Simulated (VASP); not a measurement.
# InAs (Pm-3m) in VASP: a series of runs, part 2 of 2

VASP 6.6.1. The steps go on from the part before.

## Step 5: Single point, PBE

This run uses another cell than the first one, of 22.91 Å³/atom, 1.005 times its volume.

Contents of INCAR:

```
  PREC = Accurate
  ENCUT = 520
  EDIFF = 1E-6
  ISMEAR = 0
  SIGMA = 0.1
  LREAL = False
  LASPH = True
  NELM = 80
  ALGO = Normal
  ISIF = 2
  LWAVE = False
  LCHARG = True
  GGA = PE
  LELF = True
  LVHAR = True
  NBANDS = 16
```

Contents of KPOINTS:

```
Automatic mesh
0
Gamma
  16 16 16
```

Contents of POSCAR:

```
InAs
1.0
    3.5785878008      0.0000000000      0.0000000000
    0.0000000000      3.5785878008      0.0000000000
    0.0000000000      0.0000000000      3.5785878008
In As
1 1
Direct
    0.0000000000      0.0000000000      0.0000000000
    0.5000000000      0.5000000000      0.5000000000
```

Potentials or basis: VASP PAW PBE potentials, release 64 (In_d, As).

On the command line:

```console
$ cat potpaw_PBE.64/In_d/POTCAR potpaw_PBE.64/As/POTCAR > POTCAR
$ mpirun -np 1 vasp_std > vasp.out
```

OUTCAR:

```text
PREC = Accurate
   ENCUT = 520
   EDIFF = 1E-6
   ISMEAR = 0
   LREAL = False
   LASPH = True
   NELM = 80
   ISIF = 2
   GGA = PE

 ion  position               nearest neighbor table
   1  0.000  0.000  0.000-   2 3.10   2 3.10   2 3.10   2 3.10   2 3.10   2 3.10   2 3.10   2 3.10

   2  0.500  0.500  0.500-   1 3.10   1 3.10   1 3.10   1 3.10   1 3.10   1 3.10   1 3.10   1 3.10

  LATTYP: Found a simple cubic cell.
 ALAT       =     3.5785878008

  Lattice vectors:

 A1 = (   3.5785878008,   0.0000000000,   0.0000000000)
 A2 = (   0.0000000000,   3.5785878008,   0.0000000000)
 A3 = (   0.0000000000,   0.0000000000,   3.5785878008)

Analysis of symmetry for initial positions (statically):
=====================================================================
 Subroutine PRICEL returns:
 Original cell was already a primitive cell.

 Routine SETGRP: Setting up the symmetry group for a
 simple cubic supercell.

 Subroutine GETGRP returns: Found 48 space group operations
[... 9 lines left out ...]

 Routine SETGRP: Setting up the symmetry group for a
 simple cubic supercell.

 Subroutine GETGRP returns: Found 48 space group operations
[... 11 lines left out ...]
                                     Primitive cell

  volume of cell :      45.8284

  direct lattice vectors                    reciprocal lattice vectors
     3.578587801  0.000000000  0.000000000     0.279439839  0.000000000  0.000000000
     0.000000000  3.578587801  0.000000000     0.000000000  0.279439839  0.000000000
     0.000000000  0.000000000  3.578587801     0.000000000  0.000000000  0.279439839

  length of vectors
     3.578587801  3.578587801  3.578587801     0.279439839  0.279439839  0.279439839

  position of ions in fractional coordinates (direct lattice)
     0.000000000  0.000000000  0.000000000
     0.500000000  0.500000000  0.500000000

  ion indices of the primitive-cell ions
   primitive index   ion index
                 1           1
                 2           2

----------------------------------------------------------------------------------------

 KPOINTS: Automatic mesh

Automatic generation of k-mesh.
 Grid dimensions read from file:
 generate k-points for:   16   16   16

 Generating k-lattice:

  Cartesian coordinates                     Fractional coordinates (reciprocal lattice)
     0.017464990  0.000000000  0.000000000     0.062500000  0.000000000  0.000000000
     0.000000000  0.017464990  0.000000000     0.000000000  0.062500000  0.000000000
     0.000000000  0.000000000  0.017464990     0.000000000  0.000000000  0.062500000

  Length of vectors
     0.017464990  0.017464990  0.017464990

  Shift w.r.t. Gamma in fractional coordinates (k-lattice)
     0.000000000  0.000000000  0.000000000

 Subroutine IBZKPT returns following result:
 ===========================================

 Found    165 irreducible k-points:

 Following reciprocal coordinates:
            Coordinates               Weight
  0.000000  0.000000  0.000000      1.000000
  0.062500  0.000000  0.000000      6.000000
  0.125000  0.000000  0.000000      6.000000
  0.187500  0.000000  0.000000      6.000000
  0.250000  0.000000  0.000000      6.000000
  0.312500  0.000000  0.000000      6.000000
[... 16 lines left out ...]
  0.437500  0.125000  0.000000     24.000000
  0.500000  0.125000  0.000000     12.000000
 [... further k-points ...]
   k-points           NKPTS =    165   k-points in BZ     NKDIM =    165   number of bands    NBANDS=     16
   number of dos      NEDOS =    301   number of ions     NIONS =      2
   total plane-waves  NPLWV =  21952
   dimension x,y,z NGX =    28 NGY =   28 NGZ =   28
   dimension x,y,z NGXF=    56 NGYF=   56 NGZF=   56
   ions per type =               1   1
   NGX,Y,Z   is equivalent  to a cutoff of  13.01, 13.01, 13.01 a.u.
   NGXF,Y,Z  is equivalent  to a cutoff of  26.02, 26.02, 26.02 a.u.
 SYSTEM =  unknown system
   PREC   = accura    normal or accurate (medium, high low for compatibility)
   ISTART =      0    job   : 0-new  1-cont  2-samecut
   ICHARG =      2    charge: 1-file 2-atom 10-const
   ISPIN  =      1    spin polarized calculation?
   LNONCOLLINEAR =      F non collinear calculations
   LSORBIT =      F    spin-orbit coupling
   LASPH  =      T    aspherical Exc in radial PAW
   ENCUT  =  520.0 eV  38.22 Ry    6.18 a.u.   6.65  6.65  6.65*2*pi/ulx,y,z
   NELM   =     80;   NELMIN=  2; NELMDL= -5     # of ELM steps
   EDIFF  = 0.1E-05   stopping-criterion for ELM
   LREAL  =      F    real-space projection
   EDIFFG = 0.1E-04   stopping-criterion for IOM
   NSW    =      0    number of steps for IOM
   IBRION =     -1    ionic relax: 0-MD 1-quasi-New 2-CG
   NFREE  =      0    steps in history (QN), initial steepest desc. (CG)
   ISIF   =      2    stress and relaxation
   ISYM   =      2    0-nonsym 1-usesym 2-fastsym
   POTIM  = 0.5000    time-step for ionic-motion
   TEBEG  =    0.0;   TEEND  =   0.0 temperature during run
   PSTRESS=    0.0 pullay stress
   NELECT =      18.0000    total number of electrons
   NUPDOWN=      -1.0000    fix difference up-down
   EMIN   =  10.00;   EMAX   =-10.00  energy-range for DOS
   EFERMI =   0.00;   METHOD = LEGACY
   ISMEAR =     0;   SIGMA  =   0.10  broadening in eV -4-tet -1-fermi 0-gaus
   EFERMI_NEDOS =   21; number of points for ismear=-14 and -15
   IALGO  =     38    algorithm
   IMIX   =      4    mixing-type and parameters
     AMIX     =   0.40;   BMIX     =  1.00
     AMIX_MAG =   1.60;   BMIX_MAG =  1.00
  volume/ion in A,a.u.               =      22.91       154.63
  Fermi-wavevector in a.u.,A,eV,Ry     =   1.198912  2.265615 19.556879  1.437390
  Thomas-Fermi vector in A             =   2.334789
   LORBIT       =      0    0 simple, 1 ext, 2 COOP (PROOUT), +10 PAW based schemes
   GGA     = PE    functional components
   LHFCALC =     F    Hartree Fock is set to
   AEXX    =    0.0000 exact exchange contribution
   IVDW    =     0    specifies the selected vdW correction
   LEPSILON=     F    determine dielectric tensor
   LRPA    =     F    only Hartree local field effects (RPA)
 non-spin polarized calculation
 Gauss-broadening in eV      SIGMA  =   0.10
  energy-cutoff  :      520.00
  volume of cell :       45.83
 maximum number of plane-waves:      1254
 NGX is ok and might be reduce to    28
   NGX = 13   NGY = 13   NGZ = 13

 number of electron      17.9999989 magnetization

 Free energy of the ion-electron system (eV)
  ---------------------------------------------------
  ext. energy  EPLUGINS =         0.00000000
  ---------------------------------------------------
  free energy    TOTEN  =        -6.86525369 eV

  energy without entropy =       -6.85860011  energy(sigma->0) =       -6.86192690

 E-fermi :   6.6220     XC(G=0): -10.4123

 val. band max:        6.6144442645   @ k =   0.1875   0.1875   0.0000
 cond. band min:       6.6290861853   @ k =   0.2500   0.2500   0.0625
 fundamental gap:      0.0146419208
 Fermi energy:         6.6219564072

 k-point     1 :       0.0000    0.0000    0.0000
  band No.  band energies     occupation
      1      -7.8220      2.00000
      2      -7.8220      2.00000
      3      -7.6282      2.00000
      4      -7.6282      2.00000
      5      -7.6282      2.00000
      6      -5.8462      2.00000
[... 8 lines left out ...]
     15      15.8627      0.00000
     16      20.4651      0.00000

 k-point     2 :       0.0625    0.0000    0.0000
  band No.  band energies     occupation
      1      -7.8215      2.00000
      2      -7.8159      2.00000
      3      -7.6310      2.00000
      4      -7.6310      2.00000
      5      -7.6279      2.00000
      6      -5.8088      2.00000
[... 8 lines left out ...]
     15      15.6616      0.00000
     16      20.2113      0.00000

 k-point     3 :       0.1250    0.0000    0.0000
  band No.  band energies     occupation
      1      -7.8199      2.00000
      2      -7.7986      2.00000
      3      -7.6391      2.00000
      4      -7.6391      2.00000
      5      -7.6273      2.00000
      6      -5.6980      2.00000
[... 8 lines left out ...]
     15      15.1261      0.00000
     16      19.6210      0.00000
[... 362 lines left out ...]
 k-point    23 :       0.4375    0.1250    0.0000
  band No.  band energies     occupation
      1      -7.7912      2.00000
      2      -7.7317      2.00000
      3      -7.6961      2.00000
      4      -7.6592      2.00000
      5      -7.6312      2.00000
      6      -4.3225      2.00000
[... 8 lines left out ...]
     15      16.7108      0.00000
     16      19.2377      0.00000

 k-point    24 :       0.5000    0.1250    0.0000
  band No.  band energies     occupation
      1      -7.7906      2.00000
      2      -7.7351      2.00000
      3      -7.6988      2.00000
      4      -7.6532      2.00000
      5      -7.6309      2.00000
      6      -4.2315      2.00000
[... 8 lines left out ...]
     15      16.5523      0.00000
     16      19.3693      0.00000

 [... further k-points ...]

------------------------ aborting loop because EDIFF is reached ----------------------------------------

  FORCE on cell =-STRESS in cart. coord.  units (eV):
  Direction    XX          YY          ZZ          XY          YZ          ZX
  --------------------------------------------------------------------------------------
  -------------------------------------------------------------------------------------
  Total        0.0011019      0.0011019      0.0011019     -0.0000000      0.0000000     -0.0000000
  in kB        0.0385242      0.0385242      0.0385242     -0.0000000      0.0000000     -0.0000000
  external PRESSURE =       0.0385242 kB  Pullay stress =       0.0000000 kB

 VOLUME and BASIS-vectors are now :
 -----------------------------------------------------------------------------
  energy-cutoff  :      520.00
  volume of cell :       45.83
      direct lattice vectors                 reciprocal lattice vectors
     3.578587801  0.000000000  0.000000000     0.279439839  0.000000000  0.000000000
     0.000000000  3.578587801  0.000000000     0.000000000  0.279439839  0.000000000
     0.000000000  0.000000000  3.578587801     0.000000000  0.000000000  0.279439839

 POSITION                                       TOTAL-FORCE (eV/Angst)
 -----------------------------------------------------------------------------------
      0.00000      0.00000      0.00000         0.000000      0.000000      0.000000
      1.78929      1.78929      1.78929         0.000000      0.000000      0.000000
 -----------------------------------------------------------------------------------
    total drift:                               -0.000000      0.000000     -0.000000

  FREE ENERGIE OF THE ION-ELECTRON SYSTEM (eV)
  ---------------------------------------------------
  free  energy   TOTEN  =        -6.8652536889 eV

  energy  without entropy=       -6.8586001126  energy(sigma->0) =       -6.86192690
```

stdout:

```text
POSCAR found type information on POSCAR InAs
 POSCAR found :  2 types and       2 ions
 scaLAPACK will be used
 LDA part: xc-table for (Slater+PW92), standard interpolation
 POSCAR, INCAR and KPOINTS ok, starting setup
 FFT: planning ... GRIDC
 FFT: planning ... GRID_SOFT
 FFT: planning ... GRID
 WAVECAR not read
 entering main loop
```

Wall time 75 s (1 thread of Intel Xeon Platinum 8259CL at 2.50GHz (Skylake/Cascade Lake), shared host); peak memory 0.25 GiB.

Results:

```
Free energy            : -6.8653 eV
Pressure               : 0.0 GPa
Band gap on the k mesh : zero (band 9 reaches 7.60 eV, above the bottom of band 10 at 4.86 eV)
```

Levels at points of the mesh, in eV from the Fermi level:
```
           k point  band 6  band 7  band 8  band 9  band 10  band 11  band 12  band 13
(0.00, 0.00, 0.00)  -12.47   -2.42   -0.72   -0.72    -0.72     4.93     4.93     9.24
(0.50, 0.00, 0.00)  -11.01   -7.18    0.92    0.92     2.06     3.17     4.89     4.89
(0.50, 0.50, 0.00)   -9.66   -4.52   -4.52   -3.78     1.38     6.35     6.35     7.43
(0.50, 0.50, 0.50)   -9.18   -2.16   -2.16   -2.16    -1.31    -0.04    -0.04    -0.04
```

Caveat: spin-orbit coupling is left out, which moves the levels of the heavy elements.

## Step 6: The runs side by side

| task | cell | k mesh | cutoff (eV) | gap on the mesh (eV) | pressure (GPa) |
| --- | --- | --- | --- | --- | --- |
| single point | a = 3.572 Å, 2 atoms | 6 × 6 × 6 | 520 | none | 0.1 |
| single point | a = 3.632 Å, 2 atoms | 6 × 6 × 6 | 520 | none | -2.2 |
| relaxation of cell and atoms | relaxed from a = 3.632 Å, 2 atoms | 6 × 6 × 6 | 600 | none | 0.0 |
| single point | a = 3.579 Å, 2 atoms | 16 × 16 × 16 | 520 | none | 0.0 |

Alike in all rows: level PBE; potentials or basis VASP PAW PBE potentials, release 64 (In_d, As); no spin polarisation; smearing gaussian 0.1 eV.

Caveats: spin-orbit coupling is left out, which moves the levels of the heavy elements.

Total energies depend on the potentials used, so only differences within one code and one set of settings carry meaning.
